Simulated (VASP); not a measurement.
**GaN: single point with r2SCAN**

The system is GaN.

```xyz
2
Lattice="0.0000 2.2535 2.2535 2.2535 0.0000 2.2535 2.2535 2.2535 0.0000" Properties=species:S:1:pos:R:3 pbc="T T T"
Ga   -0.0866   -0.0866   -0.0866
N     3.3803    3.3803    3.3803
```

This cell differs from its parent crystal: all Ga atoms moved +0.150 Å, as atom 1 towards its neighbour atom 2 (N) at 1.952 Å.

```
Program             : VASP 6.6.1
Task                : single point
Functional          : r2SCAN
Potentials or basis : VASP PAW PBE potentials, release 64 (Ga_d, N)
Cutoff              : 520 eV
k mesh              : 10 × 10 × 10
Occupations         : gaussian, width 0.2 eV
Spin                : no spin polarisation
```

- Pressure: 2.9 GPa
- Largest force: 2.772 eV/Å
- Band gap on the k mesh: 1.96 eV

Forces on the atoms (eV/Å):
```
Ga   1.601  1.601  1.601
N   -1.601 -1.601 -1.601
```

Stress tensor (GPa, compression positive):
```
2.92 7.60 7.60
7.60 2.92 7.60
7.60 7.60 2.92
```

Levels at points of the mesh, in eV from the valence-band top:
| k point | band 7 | band 8 | band 9 | band 10 | band 11 | band 12 |
| --- | --- | --- | --- | --- | --- | --- |
| (0.00, 0.00, 0.00) | -0.56 | 0.00 | 0.00 | 1.96 | 10.73 | 10.73 |
| (0.50, 0.00, 0.00) | -7.15 | -1.53 | -0.76 | 4.88 | 9.22 | 10.04 |
| (0.50, 0.50, 0.50) | -7.80 | -1.18 | -1.18 | 5.27 | 9.30 | 11.08 |
| (0.50, 0.50, 0.00) | -6.40 | -2.97 | -2.85 | 3.55 | 7.02 | 12.34 |

Run time: 120 s on 1 thread of Intel Xeon 8259CL, with other jobs on the host, peak memory 0.18 GiB.

Caveat: the cell differs from its parent crystal (all Ga atoms moved +0.150 Å, as atom 1 towards its neighbour atom 2 (N) at 1.952 Å); the PAW data sets were made with another functional, which shifts forces and pressure a little.
